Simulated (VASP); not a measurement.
Input of a VASP 6.6.1 run:

Contents of INCAR:

```
AGGAC = 1.0
AGGAX = 1.0
ALDAC = 0.0
ALDAX = 1.0
ALGO = Normal
EDIFF = 1E-7
EDIFFG = -0.02
ENCUT = 600
GGA = B5
GGA_COMPAT = F
IBRION = 2
ISIF = 3
ISMEAR = -1
IVDW = 12
LASPH = T
LCHARG = F
LREAL = F
LWAVE = F
NELM = 120
NELMIN = 4
NSW = 80
PREC = Accurate
SIGMA = 0.05
VDW_A1 = 0.4298
VDW_A2 = 4.2359
VDW_S6 = 1.0
VDW_S8 = 2.6996
```

The input KPOINTS:

```
k-points
0
Gamma
  13 13 13
```

The input POSCAR:

```
Cu
1.0
    0.0000000000      1.8075000000      1.8075000000
    1.8075000000      0.0000000000      1.8075000000
    1.8075000000      1.8075000000      0.0000000000
Cu
1
Direct
    0.0000000000      0.0000000000      0.0000000000
```

Potentials or basis: VASP PAW PBE potentials, release 64 (Cu).

Run with:

```sh
$ cat potpaw_PBE.64/Cu/POTCAR > POTCAR
$ mpirun -np 1 vasp_std > vasp.out
```

(1) What does it give for the space group after relaxing (to 0.05 Å)?

(2) What does it give for the dispersion energy per atom?

(3) Estimate the relaxed cell.

Results:

(1) Fm-3m (No. 225).

(2) -1.400 eV.

(3) a = 2.508 Å, b = 2.508 Å, c = 2.508 Å, α = 60.00°, β = 60.00°, γ = 60.00°.
